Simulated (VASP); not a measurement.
# C (R-3m) in VASP: notebook

The runs below take C through single point, with PBEsol.

Program: VASP 6.6.1. These are calculated values, not measurements. Logs are shortened: lines on timing, memory, paths and dates and some standing lists are left out, and cuts for length are marked.

**1. The cell of the first run**

It takes space group R-3m (No. 166, trigonal). Conventional cell: a = 2.509 Å, b = 2.509 Å, c = 25.282 Å, α = 90.00°, β = 90.00°, γ = 120.00°. C (site symmetry 3m) has 3 C at 1.45 Å within 1.9 Å. C (site symmetry 3m) has 3 C at 1.45 Å within 1.9 Å.

**2. Single point, PBEsol**

Contents of INCAR:

```
SYSTEM = C
PREC = Accurate
ENCUT = 520
EDIFF = 1E-6
ISMEAR = -1
SIGMA = 0.1
LREAL = .FALSE.
LASPH = .TRUE.
NELM = 80
ALGO = Normal
ISIF = 2
LWAVE = .FALSE.
LCHARG = .FALSE.
GGA = PS
NBANDS = 16
```

Contents of KPOINTS:

```
Automatic mesh
0
G
  11 11 11
  0 0 0
```

Contents of POSCAR:

```
C
1.0
    1.2547327468      0.7244198580      8.4273186813
   -1.2547327468      0.7244198580      8.4273186813
    0.0000000000     -1.4488407334      8.4273186813
C
4
Direct
    0.9128270000      0.9128270000      0.9128270000
    0.2461500000      0.2461500000      0.2461500000
    0.7538500000      0.7538500000      0.7538500000
    0.0871730000      0.0871730000      0.0871730000
```

Potentials or basis: VASP PAW PBE potentials, release 64 (C).

The run is started by

```sh
$ cat potpaw_PBE.64/C/POTCAR > POTCAR
$ mpirun -np 1 vasp_std > vasp.out
```

OUTCAR:

```text
SYSTEM = C
   PREC = Accurate
   ENCUT = 520
   EDIFF = 1E-6
   ISMEAR = -1
   LREAL = .FALSE.
   LASPH = .TRUE.
   NELM = 80
   ISIF = 2
   GGA = PS

 ion  position               nearest neighbor table
   1  0.913  0.913  0.913-   2 1.45   2 1.45   2 1.45
   2  0.246  0.246  0.246-   1 1.45   1 1.45   1 1.45
   3  0.754  0.754  0.754-   4 1.45   4 1.45   4 1.45
   4  0.087  0.087  0.087-   3 1.45   3 1.45   3 1.45

  LATTYP: Found a trigonal (rhomboedric) cell.
 ALAT       =     8.5509554175
 COS(alpha) =     0.9569371096

  Lattice vectors:

 A1 = (   1.2547327468,   0.7244198580,   8.4273186813)
 A2 = (  -1.2547327468,   0.7244198580,   8.4273186813)
 A3 = (   0.0000000000,  -1.4488407334,   8.4273186813)

Analysis of symmetry for initial positions (statically):
=====================================================================
 Subroutine PRICEL returns:
 Original cell was already a primitive cell.

 Routine SETGRP: Setting up the symmetry group for a
 trigonal (rhombohedral) supercell.

 Subroutine GETGRP returns: Found 12 space group operations
 (whereof 12 operations were pure point group operations)
 out of a pool of 12 trial point group operations.

The static configuration has the point symmetry D_3d.

Analysis of symmetry for dynamics (positions and initial velocities):
=====================================================================
 Subroutine PRICEL returns:
 Original cell was already a primitive cell.

 Routine SETGRP: Setting up the symmetry group for a
 trigonal (rhombohedral) supercell.

 Subroutine GETGRP returns: Found 12 space group operations
 (whereof 12 operations were pure point group operations)
 out of a pool of 12 trial point group operations.

The dynamic configuration has the point symmetry D_3d.

 Subroutine INISYM returns: Found 12 space group operations
 (whereof 12 operations are pure point group operations),
 and found     1 'primitive' translations

----------------------------------------------------------------------------------------

                                     Primitive cell

  volume of cell :      45.9603

  direct lattice vectors                    reciprocal lattice vectors
     1.254732747  0.724419858  8.427318681     0.398491234  0.230069050  0.039553911
    -1.254732747  0.724419858  8.427318681    -0.398491234  0.230069050  0.039553911
     0.000000000 -1.448840733  8.427318681     0.000000000 -0.460138100  0.039553883

  length of vectors
     8.550955418  8.550955418  8.550955480     0.461834974  0.461834974  0.461835015

  position of ions in fractional coordinates (direct lattice)
     0.912827000  0.912827000  0.912827000
     0.246150000  0.246150000  0.246150000
     0.753850000  0.753850000  0.753850000
     0.087173000  0.087173000  0.087173000

  ion indices of the primitive-cell ions
   primitive index   ion index
                 1           1
                 2           2
                 3           3
                 4           4

----------------------------------------------------------------------------------------

 KPOINTS: Automatic mesh

Automatic generation of k-mesh.
 Grid dimensions read from file:
 generate k-points for:   11   11   11

 Generating k-lattice:

  Cartesian coordinates                     Fractional coordinates (reciprocal lattice)
     0.036226476  0.020915368  0.003595810     0.090909091 -0.000000000  0.000000000
    -0.036226476  0.020915368  0.003595810    -0.000000000  0.090909091  0.000000000
     0.000000000 -0.041830736  0.003595808     0.000000000  0.000000000  0.090909091

  Length of vectors
     0.041984998  0.041984998  0.041985001

  Shift w.r.t. Gamma in fractional coordinates (k-lattice)
     0.000000000  0.000000000  0.000000000

 Subroutine IBZKPT returns following result:
 ===========================================

 Found    146 irreducible k-points:

 Following reciprocal coordinates:
            Coordinates               Weight
  0.000000  0.000000  0.000000      1.000000
  0.090909  0.000000 -0.000000      6.000000
  0.181818  0.000000 -0.000000      6.000000
  0.272727 -0.000000 -0.000000      6.000000
  0.363636  0.000000 -0.000000      6.000000
  0.454545  0.000000  0.000000      6.000000
[... 16 lines left out ...]
 -0.272727  0.181818  0.000000     12.000000
 -0.181818  0.181818  0.000000      6.000000
 [... further k-points ...]
   k-points           NKPTS =    146   k-points in BZ     NKDIM =    146   number of bands    NBANDS=     16
   number of dos      NEDOS =    301   number of ions     NIONS =      4
   total plane-waves  NPLWV = 262144
   dimension x,y,z NGX =    64 NGY =   64 NGZ =   64
   dimension x,y,z NGXF=   128 NGYF=  128 NGZF=  128
   ions per type =               4
   NGX,Y,Z   is equivalent  to a cutoff of  12.44, 12.44, 12.44 a.u.
   NGXF,Y,Z  is equivalent  to a cutoff of  24.89, 24.89, 24.89 a.u.
 SYSTEM =  C
   PREC   = accura    normal or accurate (medium, high low for compatibility)
   ISTART =      0    job   : 0-new  1-cont  2-samecut
   ICHARG =      2    charge: 1-file 2-atom 10-const
   ISPIN  =      1    spin polarized calculation?
   LNONCOLLINEAR =      F non collinear calculations
   LSORBIT =      F    spin-orbit coupling
   LASPH  =      T    aspherical Exc in radial PAW
   ENCUT  =  520.0 eV  38.22 Ry    6.18 a.u.  15.90 15.90 15.90*2*pi/ulx,y,z
   NELM   =     80;   NELMIN=  2; NELMDL= -5     # of ELM steps
   EDIFF  = 0.1E-05   stopping-criterion for ELM
   LREAL  =      F    real-space projection
   EDIFFG = 0.1E-04   stopping-criterion for IOM
   NSW    =      0    number of steps for IOM
   IBRION =     -1    ionic relax: 0-MD 1-quasi-New 2-CG
   NFREE  =      0    steps in history (QN), initial steepest desc. (CG)
   ISIF   =      2    stress and relaxation
   ISYM   =      2    0-nonsym 1-usesym 2-fastsym
   POTIM  = 0.5000    time-step for ionic-motion
   TEBEG  =    0.0;   TEEND  =   0.0 temperature during run
   PSTRESS=    0.0 pullay stress
   NELECT =      16.0000    total number of electrons
   NUPDOWN=      -1.0000    fix difference up-down
   EMIN   =  10.00;   EMAX   =-10.00  energy-range for DOS
   EFERMI =   0.00;   METHOD = LEGACY
   ISMEAR =    -1;   SIGMA  =   0.10  broadening in eV -4-tet -1-fermi 0-gaus
   EFERMI_NEDOS =   21; number of points for ismear=-14 and -15
   IALGO  =     38    algorithm
   IMIX   =      4    mixing-type and parameters
     AMIX     =   0.40;   BMIX     =  1.00
     AMIX_MAG =   1.60;   BMIX_MAG =  1.00
  volume/ion in A,a.u.               =      11.49        77.54
  Fermi-wavevector in a.u.,A,eV,Ry     =   1.151650  2.176304 18.045390  1.326299
  Thomas-Fermi vector in A             =   2.288307
   LORBIT       =      0    0 simple, 1 ext, 2 COOP (PROOUT), +10 PAW based schemes
   GGA     = PS    functional components
   LHFCALC =     F    Hartree Fock is set to
   AEXX    =    0.0000 exact exchange contribution
   IVDW    =     0    specifies the selected vdW correction
   LEPSILON=     F    determine dielectric tensor
   LRPA    =     F    only Hartree local field effects (RPA)
 non-spin polarized calculation
  energy-cutoff  :      520.00
  volume of cell :       45.96
 maximum number of plane-waves:      1255
   NGX = 31   NGY = 31   NGZ = 31

 number of electron      16.0000001 magnetization

 Free energy of the ion-electron system (eV)
  ---------------------------------------------------
  ext. energy  EPLUGINS =         0.00000000
  ---------------------------------------------------
  free energy    TOTEN  =       -38.47138710 eV

  energy without entropy =      -38.47102686  energy(sigma->0) =      -38.47120698

 E-fermi :   2.5228     XC(G=0):  -8.8393

 val. band max:        1.9371730441   @ k =  -0.1818   0.4545   0.0909
 cond. band min:       3.1266743012   @ k =  -0.3636   0.3636   0.0000
 fundamental gap:      1.1895012570
 Fermi energy:         2.5228426541

 k-point     1 :       0.0000    0.0000    0.0000
  band No.  band energies     occupation
      1     -16.5524      2.00000
      2     -16.5050      2.00000
      3      -5.0423      2.00000
      4      -4.4727      2.00000
      5      -0.4856      2.00000
      6      -0.4856      2.00000
[... 8 lines left out ...]
     15      13.2540      0.00000
     16      13.3488      0.00000

 k-point     2 :       0.0909    0.0000   -0.0000
  band No.  band energies     occupation
      1     -16.3625      2.00000
      2     -16.3161      2.00000
      3      -4.8147      2.00000
      4      -4.2531      2.00000
      5      -1.2391      2.00000
      6      -1.2355      2.00000
[... 8 lines left out ...]
     15      12.7239      0.00000
     16      12.7717      0.00000

 k-point     3 :       0.1818    0.0000   -0.0000
  band No.  band energies     occupation
      1     -15.7957      2.00000
      2     -15.7518      2.00000
      3      -4.1392      2.00000
      4      -3.6019      2.00000
      5      -3.0801      2.00000
      6      -3.0731      2.00000
[... 8 lines left out ...]
     15      13.3020      0.00000
     16      13.3096      0.00000

 k-point     4 :       0.2727   -0.0000   -0.0000
  band No.  band energies     occupation
      1     -14.8606      2.00000
      2     -14.8205      2.00000
      3      -5.3604      2.00000
      4      -5.3487      2.00000
      5      -3.0433      2.00000
      6      -2.6197      2.00000
[... 8 lines left out ...]
     15      15.3340      0.00000
     16      16.0473      0.00000
[... 324 lines left out ...]
 k-point    22 :      -0.3636    0.1818    0.0000
  band No.  band energies     occupation
      1     -11.5257      2.00000
      2     -11.4958      2.00000
      3      -9.3695      2.00000
      4      -9.3516      2.00000
      5      -5.7029      2.00000
      6      -5.6952      2.00000
[... 8 lines left out ...]
     15      14.6571      0.00000
     16      15.5563      0.00000

 k-point    23 :      -0.2727    0.1818    0.0000
  band No.  band energies     occupation
      1     -13.0421      2.00000
      2     -13.0068      2.00000
      3      -7.4540      2.00000
      4      -7.4411      2.00000
      5      -5.2375      2.00000
      6      -5.2297      2.00000
[... 8 lines left out ...]
     15      15.0548      0.00000
     16      15.3125      0.00000

 k-point    24 :      -0.1818    0.1818    0.0000
  band No.  band energies     occupation
      1     -14.3079      2.00000
      2     -14.2683      2.00000
      3      -5.6499      2.00000
      4      -5.6409      2.00000
      5      -4.1863      2.00000
      6      -4.1796      2.00000
[... 8 lines left out ...]
     15      13.5302      0.00000
     16      13.5783      0.00000

 [... further k-points ...]

------------------------ aborting loop because EDIFF is reached ----------------------------------------

  FORCE on cell =-STRESS in cart. coord.  units (eV):
  Direction    XX          YY          ZZ          XY          YZ          ZX
  --------------------------------------------------------------------------------------
  -------------------------------------------------------------------------------------
  Total       -5.1651060     -5.1651047     -0.0239124      0.0000000      0.0000000      0.0000000
  in kB     -180.0559051   -180.0558593     -0.8335869      0.0000000      0.0000000      0.0000000
  external PRESSURE =    -120.3151171 kB  Pullay stress =       0.0000000 kB

 VOLUME and BASIS-vectors are now :
 -----------------------------------------------------------------------------
  energy-cutoff  :      520.00
  volume of cell :       45.96
      direct lattice vectors                 reciprocal lattice vectors
     1.254732747  0.724419858  8.427318681     0.398491234  0.230069050  0.039553911
    -1.254732747  0.724419858  8.427318681    -0.398491234  0.230069050  0.039553911
     0.000000000 -1.448840733  8.427318681     0.000000000 -0.460138100  0.039553883

 POSITION                                       TOTAL-FORCE (eV/Angst)
 -----------------------------------------------------------------------------------
      0.00000     -0.00000     23.07805        -0.000000     -0.000000      0.000083
      0.00000     -0.00000      6.22315        -0.000000     -0.000000      0.008565
      0.00000     -0.00000     19.05880        -0.000000      0.000000     -0.008565
      0.00000     -0.00000      2.20390         0.000000      0.000000     -0.000083
 -----------------------------------------------------------------------------------
    total drift:                               -0.000000     -0.000000      0.000000

  FREE ENERGIE OF THE ION-ELECTRON SYSTEM (eV)
  ---------------------------------------------------
  free  energy   TOTEN  =       -38.4713870986 eV

  energy  without entropy=      -38.4710268619  energy(sigma->0) =      -38.47120698
```

It took 6.9 min on 1 thread of Intel Xeon 6975P-C (Granite Rapids), shared host; peak memory 0.56 GiB.

Results:

```
Free energy            : -38.4714 eV
Pressure               : -12.0 GPa
Largest force          : 0.009 eV/Å
Band gap on the k mesh : 1.19 eV, indirect (least direct gap 1.20 eV)
```

Forces on the atoms (eV/Å):
```
C    0.000  0.000  0.000
C    0.000  0.000  0.009
C    0.000  0.000 -0.009
C    0.000  0.000  0.000
```

Caveat: the PAW data sets were made with another functional, which shifts forces and pressure a little. A k mesh can miss the band edges.

**3. Single point, PBEsol**

This run uses another cell than the first one, of 11.78 Å³/atom, 1.025 times its volume.

Contents of INCAR:

```
  PREC = Accurate
  ENCUT = 520
  EDIFF = 1E-6
  ISMEAR = -1
  SIGMA = 0.1
  LREAL = F
  LASPH = T
  NELM = 80
  ALGO = Normal
  ISIF = 2
  LWAVE = F
  LCHARG = T
  GGA = PS
  LELF = T
  LVHAR = T
  NBANDS = 16
```

Contents of KPOINTS:

```
regular mesh
0
Gamma
  11 11 11
```

Contents of POSCAR:

```
C
1.0
    1.2652330906      0.7304822307      8.4978434554
   -1.2652330906      0.7304822307      8.4978434554
    0.0000000000     -1.4609654874      8.4978434554
C
4
Direct
    0.9128270000      0.9128270000      0.9128270000
    0.2461500000      0.2461500000      0.2461500000
    0.7538500000      0.7538500000      0.7538500000
    0.0871730000      0.0871730000      0.0871730000
```

Potentials or basis: VASP PAW PBE potentials, release 64 (C).

The run is started by

```sh
$ cat potpaw_PBE.64/C/POTCAR > POTCAR
$ mpirun -np 1 vasp_std > vasp.out
```

OUTCAR:

```text
PREC = Accurate
   ENCUT = 520
   EDIFF = 1E-6
   ISMEAR = -1
   LREAL = F
   LASPH = T
   NELM = 80
   ISIF = 2
   GGA = PS

 ion  position               nearest neighbor table
   1  0.913  0.913  0.913-   2 1.46   2 1.46   2 1.46
   2  0.246  0.246  0.246-   1 1.46   1 1.46   1 1.46
   3  0.754  0.754  0.754-   4 1.46   4 1.46   4 1.46
   4  0.087  0.087  0.087-   3 1.46   3 1.46   3 1.46

  LATTYP: Found a trigonal (rhomboedric) cell.
 ALAT       =     8.6225148568
 COS(alpha) =     0.9569371096
[... 652 lines left out ...]
  Direction    XX          YY          ZZ          XY          YZ          ZX
  --------------------------------------------------------------------------------------
  -------------------------------------------------------------------------------------
  Total       -7.2223284     -7.2223266     -0.0256652     -0.0000000      0.0000000      0.0000000
  in kB     -245.5542393   -245.5541770     -0.8726009     -0.0000000      0.0000000      0.0000000
  external PRESSURE =    -163.9936724 kB  Pullay stress =       0.0000000 kB

 VOLUME and BASIS-vectors are now :
 -----------------------------------------------------------------------------
  energy-cutoff  :      520.00
  volume of cell :       47.12
      direct lattice vectors                 reciprocal lattice vectors
     1.265233091  0.730482231  8.497843455     0.395184100  0.228159675  0.039225647
    -1.265233091  0.730482231  8.497843455    -0.395184100  0.228159675  0.039225647
     0.000000000 -1.460965487  8.497843455     0.000000000 -0.456319351  0.039225620

 POSITION                                       TOTAL-FORCE (eV/Angst)
 -----------------------------------------------------------------------------------
      0.00000     -0.00000     23.27118         0.000000      0.000000     -0.000454
      0.00000     -0.00000      6.27523         0.000000     -0.000000      0.008093
      0.00000     -0.00000     19.21830         0.000000      0.000000     -0.008093
      0.00000     -0.00000      2.22235        -0.000000     -0.000000      0.000454
 -----------------------------------------------------------------------------------
    total drift:                               -0.000000     -0.000000      0.000000

  FREE ENERGIE OF THE ION-ELECTRON SYSTEM (eV)
  ---------------------------------------------------
  free  energy   TOTEN  =       -38.3684326825 eV

  energy  without entropy=      -38.3680373424  energy(sigma->0) =      -38.36823501
```

OSZICAR:

```text
N       E                     dE             d eps       ncg     rms          rms(c)
DAV:   1     0.423929594197E+02    0.42393E+02   -0.75252E+03  4680   0.889E+02
DAV:   2    -0.365176148035E+02   -0.78911E+02   -0.71257E+02  6488   0.185E+02
DAV:   3    -0.402326128783E+02   -0.37150E+01   -0.36882E+01  6424   0.391E+01
DAV:   4    -0.402743153271E+02   -0.41702E-01   -0.41678E-01  5776   0.497E+00
DAV:   5    -0.402751441250E+02   -0.82880E-03   -0.82829E-03  6264   0.663E-01    0.812E+00
DAV:   6    -0.388502620000E+02    0.14249E+01   -0.10363E+00  5568   0.590E+00    0.472E+00
DAV:   7    -0.383578716276E+02    0.49239E+00   -0.13099E+00  5776   0.672E+00    0.110E+00
DAV:   8    -0.383678011282E+02   -0.99295E-02   -0.51956E-02  5520   0.133E+00    0.138E-01
DAV:   9    -0.383676355980E+02    0.16553E-03   -0.98846E-04  6408   0.211E-01    0.906E-02
DAV:  10    -0.383683999606E+02   -0.76436E-03   -0.13154E-03  5064   0.188E-01    0.604E-02
DAV:  11    -0.383684245968E+02   -0.24636E-04   -0.33967E-05  6096   0.392E-02    0.832E-03
DAV:  12    -0.383684322332E+02   -0.76364E-05   -0.60268E-06  5296   0.163E-02    0.218E-03
DAV:  13    -0.383684326825E+02   -0.44932E-06   -0.44178E-07  4936   0.430E-03
   1 F= -.38368433E+02 E0= -.38368235E+02  d E =-.395340E-03
```

It took 6.5 min on 1 thread of Intel Xeon 6975P-C (Granite Rapids), shared host; peak memory 0.55 GiB.

What came out:

```yaml
Free_energy: -38.3684 eV
Pressure: -16.4 GPa
Largest_force: 0.008 eV/Å
Band_gap_on_the_k_mesh: 1.17 eV, indirect (least direct gap 1.18 eV)
```

Forces on the atoms (eV/Å):
```
C    0.000  0.000  0.000
C    0.000  0.000  0.008
C    0.000  0.000 -0.008
C    0.000  0.000  0.000
```

Levels at points of the mesh, in eV from the valence-band top:
```tsv
k point	band 6	band 7	band 8	band 9	band 10	band 11
(0.00, 0.00, 0.00)	-2.44	-2.44	-2.44	3.91	7.32	8.38
```

Caveat: the PAW data sets were made with another functional, which shifts forces and pressure a little. A k mesh can miss the band edges.
